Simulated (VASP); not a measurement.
Write the native input for VASP 6.6.1 that does the following.

```yaml
Task: single point
Functional: LDA
Potentials_or_basis: VASP PAW LDA potentials, release 64 (Cd, Se)
Cutoff: 520 eV
k_mesh: 9 × 9 × 6
Occupations: gaussian, width 0.01 eV
Spin: no spin polarisation
Dipole_correction: no
Further_INCAR_settings: ALGO = Normal; EDIFF = 1e-06; NBANDS = 26
```

The structure of CdSe lies in POSCAR:

```
CdSe
1.0
    4.3021423044      0.0000000000      0.0000000000
   -2.1510711522      3.7257645263      0.0000000000
    0.0000000000      0.0000000000      7.0214577968
Cd Se
2 2
Direct
    0.3333333333      0.6666666667     -0.0620000000
    0.6666666667      0.3333333333      0.4380000000
    0.3333333333      0.6666666667      0.4380000000
    0.6666666667      0.3333333333      0.9380000000
```

One way to write it, as run:

INCAR

```
PREC = Accurate
ENCUT = 520
EDIFF = 1E-6
ISMEAR = 0
SIGMA = 0.01
LREAL = F
LASPH = T
NELM = 60
ALGO = Normal
ISIF = 2
LWAVE = F
LCHARG = F
GGA = CA
NBANDS = 26
```

KPOINTS

```
Automatic mesh
0
Gamma
  9 9 6
```

Potentials or basis: VASP PAW LDA potentials, release 64 (Cd, Se).

The run is started by

```console
$ cat potpaw_LDA.64/Cd/POTCAR potpaw_LDA.64/Se/POTCAR > POTCAR
$ mpirun -np 1 vasp_std > vasp.out
```

Results of the run:

```json
{"Pressure": "2.2 GPa", "Band gap on the k mesh": "0.76 eV"}
```

Caveat: an odd mesh through Γ misses points on the zone boundary, where band edges can lie.

It took 2.6 min on 1 thread of Intel Xeon 8259CL (shared host), peak memory 0.26 GiB.
